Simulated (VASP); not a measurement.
# Ti3Si (Fm-3m) in VASP: notebook

Runs on Ti3Si. Level: PBEsol. Tasks: single point, relaxation of cell and atoms.

All numbers are computed with VASP 6.6.1; they aren't measurements. Logs are shortened: lines on timing, memory, paths and dates and some standing lists are left out, and cuts for length are marked.

## (1) The cell of the first run

It takes space group Fm-3m (No. 225, cubic). The conventional cell has a = 6.211 Å, b = 6.211 Å, c = 6.211 Å, α = 90.00°, β = 90.00°, γ = 90.00°. Ti (site symmetry -43m) has 10 Ti at 2.69 to 3.11 Å and 4 Si at 2.69 Å within 3.5 Å. Within 3.5 Å of Ti (site symmetry m-3m) lie 8 Ti at 2.69 Å and 6 Si at 3.11 Å. Si (site symmetry m-3m) has 14 Ti at 2.69 to 3.11 Å within 3.5 Å.

## (2) Single point, PBEsol

INCAR reads:

```
  PREC = Accurate
  ENCUT = 520
  EDIFF = 1E-6
  ISMEAR = 0
  SIGMA = 0.02
  LREAL = F
  LASPH = T
  NELM = 80
  ALGO = Normal
  ISIF = 2
  LWAVE = F
  LCHARG = F
  GGA = PS
  NBANDS = 28
```

KPOINTS reads:

```
Automatic mesh
0
Gamma
  6 6 6
```

POSCAR reads:

```
Ti3Si
1.0
    0.0000000000      3.1055493799      3.1055493799
    3.1055493799      0.0000000000      3.1055493799
    3.1055493799      3.1055493799      0.0000000000
Ti Si
3 1
Direct
    0.7500000000      0.7500000000      0.7500000000
    0.2500000000      0.2500000000      0.2500000000
    0.0000000000      0.0000000000      0.0000000000
    0.5000000000      0.5000000000      0.5000000000
```

Potentials or basis: VASP PAW PBE potentials, release 64 (Ti_sv, Si).

Started as:

```sh
> cat potpaw_PBE.64/Ti_sv/POTCAR potpaw_PBE.64/Si/POTCAR > POTCAR
> mpirun -np 1 vasp_std > vasp.out
```

OUTCAR:

```text
PREC = Accurate
   ENCUT = 520
   EDIFF = 1E-6
   ISMEAR = 0
   LREAL = F
   LASPH = T
   NELM = 80
   ISIF = 2
   GGA = PS

 ion  position               nearest neighbor table
   1  0.750  0.750  0.750-   3 2.69   4 2.69   4 2.69   4 2.69   4 2.69   3 2.69   3 2.69   3 2.69

   2  0.250  0.250  0.250-   3 2.69   4 2.69   3 2.69   3 2.69   3 2.69   4 2.69   4 2.69   4 2.69

   3  0.000  0.000  0.000-   1 2.69   2 2.69   1 2.69   1 2.69   1 2.69   2 2.69   2 2.69   2 2.69

   4  0.500  0.500  0.500-   1 2.69   2 2.69   2 2.69   2 2.69   2 2.69   1 2.69   1 2.69   1 2.69

  LATTYP: Found a face centered cubic cell.
 ALAT       =     6.2110987598

  Lattice vectors:

 A1 = (   0.0000000000,   3.1055493799,   3.1055493799)
 A2 = (   3.1055493799,   0.0000000000,   3.1055493799)
 A3 = (   3.1055493799,   3.1055493799,   0.0000000000)

Analysis of symmetry for initial positions (statically):
=====================================================================
 Subroutine PRICEL returns:
 Original cell was already a primitive cell.

 Routine SETGRP: Setting up the symmetry group for a
 face centered cubic supercell.

 Subroutine GETGRP returns: Found 48 space group operations
 (whereof 48 operations were pure point group operations)
 out of a pool of 48 trial point group operations.

The static configuration has the point symmetry O_h .

Analysis of symmetry for dynamics (positions and initial velocities):
=====================================================================
 Subroutine PRICEL returns:
 Original cell was already a primitive cell.

 Routine SETGRP: Setting up the symmetry group for a
 face centered cubic supercell.

 Subroutine GETGRP returns: Found 48 space group operations
 (whereof 48 operations were pure point group operations)
 out of a pool of 48 trial point group operations.

The dynamic configuration has the point symmetry O_h .

 Subroutine INISYM returns: Found 48 space group operations
 (whereof 48 operations are pure point group operations),
 and found     1 'primitive' translations

----------------------------------------------------------------------------------------

                                     Primitive cell

[... 80 lines left out ...]
   LNONCOLLINEAR =      F non collinear calculations
   LSORBIT =      F    spin-orbit coupling
   LASPH  =      T    aspherical Exc in radial PAW
   ENCUT  =  520.0 eV  38.22 Ry    6.18 a.u.   8.17  8.17  8.17*2*pi/ulx,y,z
   NELM   =     80;   NELMIN=  2; NELMDL= -5     # of ELM steps
   EDIFF  = 0.1E-05   stopping-criterion for ELM
   LREAL  =      F    real-space projection
   EDIFFG = 0.1E-04   stopping-criterion for IOM
   NSW    =      0    number of steps for IOM
   IBRION =     -1    ionic relax: 0-MD 1-quasi-New 2-CG
   NFREE  =      0    steps in history (QN), initial steepest desc. (CG)
   ISIF   =      2    stress and relaxation
   ISYM   =      2    0-nonsym 1-usesym 2-fastsym
   POTIM  = 0.5000    time-step for ionic-motion
   TEBEG  =    0.0;   TEEND  =   0.0 temperature during run
   PSTRESS=    0.0 pullay stress
   NELECT =      40.0000    total number of electrons
   NUPDOWN=      -1.0000    fix difference up-down
   EMIN   =  10.00;   EMAX   =-10.00  energy-range for DOS
   EFERMI =   0.00;   METHOD = LEGACY
   ISMEAR =     0;   SIGMA  =   0.02  broadening in eV -4-tet -1-fermi 0-gaus
   EFERMI_NEDOS =   21; number of points for ismear=-14 and -15
   IALGO  =     38    algorithm
   IMIX   =      4    mixing-type and parameters
     AMIX     =   0.40;   BMIX     =  1.00
     AMIX_MAG =   1.60;   BMIX_MAG =  1.00
  volume/ion in A,a.u.               =      14.98       101.06
  Fermi-wavevector in a.u.,A,eV,Ry     =   1.430912  2.704032 27.858070  2.047510
  Thomas-Fermi vector in A             =   2.550706
   LORBIT       =      0    0 simple, 1 ext, 2 COOP (PROOUT), +10 PAW based schemes
   GGA     = PS    functional components
   LHFCALC =     F    Hartree Fock is set to
   AEXX    =    0.0000 exact exchange contribution
   IVDW    =     0    specifies the selected vdW correction
   LEPSILON=     F    determine dielectric tensor
   LRPA    =     F    only Hartree local field effects (RPA)
 non-spin polarized calculation
 Gauss-broadening in eV      SIGMA  =   0.02
  energy-cutoff  :      520.00
  volume of cell :       59.90
 maximum number of plane-waves:      1639
 NGX is ok and might be reduce to    36
   NGX = 17   NGY = 17   NGZ = 17

 number of electron      39.9999997 magnetization

 Free energy of the ion-electron system (eV)
  ---------------------------------------------------
  ext. energy  EPLUGINS =         0.00000000
  ---------------------------------------------------
  free energy    TOTEN  =       -32.21787458 eV

  energy without entropy =      -32.21709964  energy(sigma->0) =      -32.21748711

 E-fermi :   9.6248     XC(G=0): -12.0443

 val. band max:        9.6062605146   @ k =   0.1667   0.1667   0.0000
 cond. band min:       9.6484029990   @ k =   0.5000   0.3333   0.0000
 fundamental gap:      0.0421424844
 Fermi energy:         9.6247874039

 k-point     1 :       0.0000    0.0000    0.0000
  band No.  band energies     occupation
      1     -46.6407      2.00000
      2     -46.5389      2.00000
      3     -46.1092      2.00000
      4     -23.0580      2.00000
      5     -23.0580      2.00000
      6     -23.0580      2.00000
[... 485 lines left out ...]
     27      12.3497      0.00000
     28      12.4815      0.00000

------------------------ aborting loop because EDIFF is reached ----------------------------------------

  FORCE on cell =-STRESS in cart. coord.  units (eV):
  Direction    XX          YY          ZZ          XY          YZ          ZX
  --------------------------------------------------------------------------------------
  -------------------------------------------------------------------------------------
  Total       -0.0307990     -0.0307990     -0.0307990      0.0000000      0.0000000      0.0000000
  in kB       -0.8237626     -0.8237626     -0.8237626      0.0000000      0.0000000      0.0000000
  external PRESSURE =      -0.8237626 kB  Pullay stress =       0.0000000 kB

 VOLUME and BASIS-vectors are now :
 -----------------------------------------------------------------------------
  energy-cutoff  :      520.00
  volume of cell :       59.90
      direct lattice vectors                 reciprocal lattice vectors
     0.000000000  3.105549380  3.105549380    -0.161002109  0.161002109  0.161002109
     3.105549380  0.000000000  3.105549380     0.161002109 -0.161002109  0.161002109
     3.105549380  3.105549380  0.000000000     0.161002109  0.161002109 -0.161002109

 POSITION                                       TOTAL-FORCE (eV/Angst)
 -----------------------------------------------------------------------------------
      4.65832      4.65832      4.65832        -0.000000     -0.000000     -0.000000
      1.55277      1.55277      1.55277        -0.000000      0.000000     -0.000000
      0.00000      0.00000      0.00000         0.000000      0.000000      0.000000
      3.10555      3.10555      3.10555         0.000000      0.000000      0.000000
 -----------------------------------------------------------------------------------
    total drift:                                0.000000      0.000000      0.000000

  FREE ENERGIE OF THE ION-ELECTRON SYSTEM (eV)
  ---------------------------------------------------
  free  energy   TOTEN  =       -32.2178745766 eV

  energy  without entropy=      -32.2170996447  energy(sigma->0) =      -32.21748711
```

OSZICAR:

```text
N       E                     dE             d eps       ncg     rms          rms(c)
DAV:   1     0.465386520867E+03    0.46539E+03   -0.19983E+04   896   0.172E+03
DAV:   2     0.160887207624E+02   -0.44930E+03   -0.44122E+03   896   0.504E+02
DAV:   3    -0.319709764234E+02   -0.48060E+02   -0.46910E+02  1664   0.144E+02
DAV:   4    -0.356004679968E+02   -0.36295E+01   -0.36105E+01  1348   0.337E+01
DAV:   5    -0.357701292585E+02   -0.16966E+00   -0.16953E+00  1412   0.635E+00    0.180E+01
DAV:   6    -0.321382820764E+02    0.36318E+01   -0.18838E+01  1288   0.359E+01    0.460E+00
DAV:   7    -0.322068840286E+02   -0.68602E-01   -0.13401E+00  1212   0.732E+00    0.311E+00
DAV:   8    -0.322294036588E+02   -0.22520E-01   -0.38808E-01  1168   0.436E+00    0.992E-01
DAV:   9    -0.322288550071E+02    0.54865E-03   -0.21201E-01  1284   0.447E+00    0.993E-01
DAV:  10    -0.322166031350E+02    0.12252E-01   -0.90118E-02  1260   0.345E+00    0.495E-01
DAV:  11    -0.322178712168E+02   -0.12681E-02   -0.12239E-02  1120   0.102E+00    0.676E-02
DAV:  12    -0.322178918138E+02   -0.20597E-04   -0.99050E-04  1264   0.215E-01    0.348E-02
DAV:  13    -0.322178792298E+02    0.12584E-04   -0.13674E-04  1268   0.102E-01    0.179E-02
DAV:  14    -0.322178743714E+02    0.48585E-05   -0.18834E-05  1236   0.438E-02    0.389E-03
DAV:  15    -0.322178745766E+02   -0.20522E-06   -0.84969E-07   684   0.745E-03
   1 F= -.32217875E+02 E0= -.32217487E+02  d E =-.774932E-03
```

Run time: 33 s. Hardware: 1 thread of Intel Xeon Platinum 8488C (Sapphire Rapids), shared host; peak memory 0.2 GiB.

Results:

| Property | Result |
| --- | --- |
| Free energy | -32.2179 eV |
| Pressure | -0.1 GPa |
| Band gap on the k mesh | zero (band 20 reaches 9.73 eV, above the bottom of band 21 at 9.36 eV) |

Caveat: the PAW data sets were made with another functional, which shifts forces and pressure a little.

## (3) Relaxation of cell and atoms, PBEsol

This run uses another cell than the first one, of 15.54 Å³/atom, 1.038 times its volume.

INCAR reads:

```
SYSTEM = Ti3Si
ALGO     = Normal         ! electronic algorithm
EDIFF    = 1E-6           ! SCF threshold, eV
EDIFFG   = -0.02          ! ionic threshold
ENCUT    = 600            ! plane-wave cutoff, eV
GGA      = PS             ! functional
IBRION   = 2              ! ionic algorithm
ISIF     = 3              ! what is computed and relaxed
ISMEAR   = 0              ! smearing method
LASPH    = .TRUE.         ! aspherical terms in the spheres
LCHARG   = .FALSE.        ! write CHGCAR
LREAL    = .FALSE.        ! projectors in reciprocal space
LWAVE    = .FALSE.        ! write WAVECAR
NELM     = 80             ! most SCF steps
NSW      = 80             ! ionic steps
PREC     = Accurate       ! precision mode
SIGMA    = 0.02           ! smearing width, eV
```

KPOINTS reads:

```
k-points
0
G
  6 6 6
  0 0 0
```

POSCAR reads:

```
Ti3Si
1.0
    0.0000000000      3.1443600000      3.1443600000
    3.1443600000      0.0000000000      3.1443600000
    3.1443600000      3.1443600000      0.0000000000
Ti Si
3 1
Direct
    0.7500000000      0.7500000000      0.7500000000
    0.2500000000      0.2500000000      0.2500000000
    0.0000000000      0.0000000000      0.0000000000
    0.5000000000      0.5000000000      0.5000000000
```

Potentials or basis: VASP PAW PBE potentials, release 64 (Ti_sv, Si).

Started as:

```sh
> cat potpaw_PBE.64/Ti_sv/POTCAR potpaw_PBE.64/Si/POTCAR > POTCAR
> mpirun -np 1 vasp_std > vasp.out
```

OUTCAR:

```text
SYSTEM = Ti3Si
   EDIFF = 1E-6
   EDIFFG = -0.02
   ENCUT = 600
   GGA = PS
   IBRION = 2
   ISIF = 3
   ISMEAR = 0
   LASPH = .TRUE.
   LREAL = .FALSE.
   NELM = 80
   NSW = 80
   PREC = Accurate

 ion  position               nearest neighbor table
   1  0.750  0.750  0.750-   3 2.72   4 2.72   4 2.72   4 2.72   4 2.72   3 2.72   3 2.72   3 2.72

   2  0.250  0.250  0.250-   3 2.72   4 2.72   3 2.72   3 2.72   3 2.72   4 2.72   4 2.72   4 2.72

   3  0.000  0.000  0.000-   1 2.72   2 2.72   1 2.72   1 2.72   1 2.72   2 2.72   2 2.72   2 2.72

   4  0.500  0.500  0.500-   1 2.72   2 2.72   2 2.72   2 2.72   2 2.72   1 2.72   1 2.72   1 2.72

  LATTYP: Found a face centered cubic cell.
 ALAT       =     6.2887200000

  Lattice vectors:

 A1 = (   0.0000000000,   3.1443600000,   3.1443600000)
 A2 = (   3.1443600000,   0.0000000000,   3.1443600000)
 A3 = (   3.1443600000,   3.1443600000,   0.0000000000)

Analysis of symmetry for initial positions (statically):
[... 212 lines left out ...]
 cond. band min:      10.0374994370   @ k =   0.5000   0.3333   0.0000
 fundamental gap:      0.0192190739
 Fermi energy:        10.0253229463

 k-point     1 :       0.0000    0.0000    0.0000
  band No.  band energies     occupation
      1     -46.1659      2.00000
      2     -46.0409      2.00000
      3     -45.6283      2.00000
      4     -22.5888      2.00000
      5     -22.5888      2.00000
      6     -22.5888      2.00000
[... 458 lines left out ...]
--------------------------------------- Ionic step        3  -------------------------------------------

 number of electron      39.9999997 magnetization

 Free energy of the ion-electron system (eV)
  ---------------------------------------------------
  ext. energy  EPLUGINS =         0.00000000
  ---------------------------------------------------
  free energy    TOTEN  =       -32.21906891 eV

  energy without entropy =      -32.21828929  energy(sigma->0) =      -32.21867910

 E-fermi :   9.6285     XC(G=0): -12.0456

 val. band max:        9.6100902105   @ k =   0.1667   0.1667   0.0000
 cond. band min:       9.6520664263   @ k =   0.5000   0.3333   0.0000
 fundamental gap:      0.0419762158
 Fermi energy:         9.6285459718

 k-point     1 :       0.0000    0.0000    0.0000
  band No.  band energies     occupation
      1     -46.6357      2.00000
      2     -46.5338      2.00000
      3     -46.1046      2.00000
      4     -23.0537      2.00000
      5     -23.0537      2.00000
      6     -23.0537      2.00000
[... 452 lines left out ...]
  FREE ENERGIE OF THE ION-ELECTRON SYSTEM (eV)
  ---------------------------------------------------
  free  energy   TOTEN  =       -32.2190689090 eV

  energy  without entropy=      -32.2182892872  energy(sigma->0) =      -32.21867910

 reached required accuracy - stopping structural energy minimisation
```

OSZICAR:

```text
N       E                     dE             d eps       ncg     rms          rms(c)
DAV:   1     0.479496499581E+03    0.47950E+03   -0.22254E+04   768   0.219E+03
DAV:   2     0.191488670882E+02   -0.46035E+03   -0.45714E+03   768   0.595E+02
DAV:   3    -0.316398383065E+02   -0.50789E+02   -0.50224E+02  1496   0.167E+02
[... 35 lines left out ...]
DAV:   7    -0.322170479681E+02   -0.20333E-02   -0.21586E-03  1184   0.239E-01    0.153E-01
DAV:   8    -0.322189487330E+02   -0.19008E-02   -0.36901E-03  1176   0.340E-01    0.355E-02
DAV:   9    -0.322190171923E+02   -0.68459E-04   -0.44334E-04  1184   0.143E-01    0.358E-02
DAV:  10    -0.322190641748E+02   -0.46982E-04   -0.11416E-04  1048   0.706E-02    0.787E-03
DAV:  11    -0.322190691736E+02   -0.49988E-05   -0.33916E-05  1152   0.350E-02    0.455E-03
DAV:  12    -0.322190689090E+02    0.26464E-06   -0.34425E-06   776   0.163E-02
   3 F= -.32219069E+02 E0= -.32218679E+02  d E =-.374978E-01
```

CONTCAR:

```text
Ti3Si
   1.00000000000000
    -0.0000000000000000    3.1052083534738602    3.1052083534738602
     3.1052083534738602    0.0000000000000000    3.1052083534738602
     3.1052083534738602    3.1052083534738602   -0.0000000000000000
  Ti              Si
     3     1
Direct
     0.7500000000000000    0.7500000000000000    0.7500000000000000
     0.2500000000000000    0.2500000000000000    0.2500000000000000
     0.0000000000000000    0.0000000000000000    0.0000000000000000
     0.5000000000000000    0.5000000000000000    0.5000000000000000

  0.00000000E+00  0.00000000E+00  0.00000000E+00
  0.00000000E+00  0.00000000E+00  0.00000000E+00
  0.00000000E+00  0.00000000E+00  0.00000000E+00
  0.00000000E+00  0.00000000E+00  0.00000000E+00
```

It took 94 s on 1 thread of Intel Xeon Platinum 8488C (Sapphire Rapids), shared host; peak memory 0.22 GiB.

Results:

- Free energy: -32.2191 eV
- Relaxed volume: 14.97 Å³/atom
- Relaxed cell: a = 4.391 Å, b = 4.391 Å, c = 4.391 Å, α = 60.00°, β = 60.00°, γ = 60.00°
- Space group after relaxing (to 0.05 Å): Fm-3m (No. 225)
- Energy gained by relaxing: 9.4 meV/atom
- Ionic steps: 3
- Pressure after relaxing: -0.1 GPa
- Band gap on the k mesh: zero (band 20 reaches 9.74 eV, above the bottom of band 21 at 9.36 eV)

Step by step:
```csv
step,energy change (eV),largest force (eV/Å),pressure (GPa),volume (Å³)
1,0.0000,0.0000,-5.07,62.18
2,-0.0055,0.0000,5.22,57.85
3,-0.0375,0.0000,-0.06,59.88
```

Final structure:
```
Ti Si
1.0
     0.00000    3.10521    3.10521
     3.10521    0.00000    3.10521
     3.10521    3.10521    0.00000
Ti Si
3 1
Direct
  0.75000 0.75000 0.75000
  0.25000 0.25000 0.25000
  0.00000 0.00000 0.00000
  0.50000 0.50000 0.50000
```

Caveat: the PAW data sets were made with another functional, which shifts forces and pressure a little.
